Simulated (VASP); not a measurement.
**AlCd2O: single point with PBE**

AlCd2O:

```
CELL_PARAMETERS angstrom
1.71578 -5.24707 0.00000
1.71578 5.24707 0.00000
0.00000 0.00000 5.38553
ATOMIC_POSITIONS crystal
Al 0.50000 0.50000 0.00000
Cd 0.63758 0.36242 0.50000
Cd 0.36242 0.63758 0.50000
O 0.00000 0.00000 0.00000
```

```yaml
Program: VASP 6.6.1
Task: single point
Functional: PBE
Potentials_or_basis: VASP PAW PBE potentials, release 64 (Al, Cd, O)
Cutoff: 520 eV
k_mesh: 4 × 4 × 4
Occupations: gaussian, width 0.1 eV
Spin: no spin polarisation
```

* Pressure: 0.1 GPa

Stress tensor (GPa, compression positive):
```
0.23 0.00 0.00
0.00 0.19 0.00
0.00 0.00 0.02
```

Levels at points of the mesh, in eV from the Fermi level:
```csv
k point,band 12,band 13,band 14,band 15,band 16,band 17,band 18,band 19,band 20,band 21
"(0.00, 0.00, 0.00)",-6.42,-6.15,-4.80,-4.60,-0.65,0.74,0.84,1.25,4.15,6.00
"(0.50, 0.00, 0.00)",-7.93,-4.13,-4.01,-2.46,-1.76,0.59,0.75,1.24,4.14,4.33
"(0.50, 0.50, 0.00)",-6.42,-5.61,-4.74,-4.65,-3.52,1.39,1.72,2.22,3.56,6.84
"(0.00, 0.00, 0.50)",-6.56,-6.40,-4.61,-3.44,-2.69,0.37,0.58,2.93,3.85,5.90
"(0.50, 0.00, 0.50)",-8.00,-4.26,-4.05,-2.93,-1.10,0.46,0.60,0.86,2.56,5.54
"(0.50, 0.50, 0.50)",-6.40,-5.87,-4.87,-4.57,-2.17,-1.65,0.48,6.61,6.67,6.89
```

Wall time 42 s on 1 thread of Intel(R) Xeon(R) 6975P-C (Granite Rapids), on a shared host, peak memory 0.26 GiB.

Caveat: the k points lie up to 0.48 Å⁻¹ apart; an odd number of electrons without spin polarisation forces a metal; a magnetic or distorted state may lie lower.
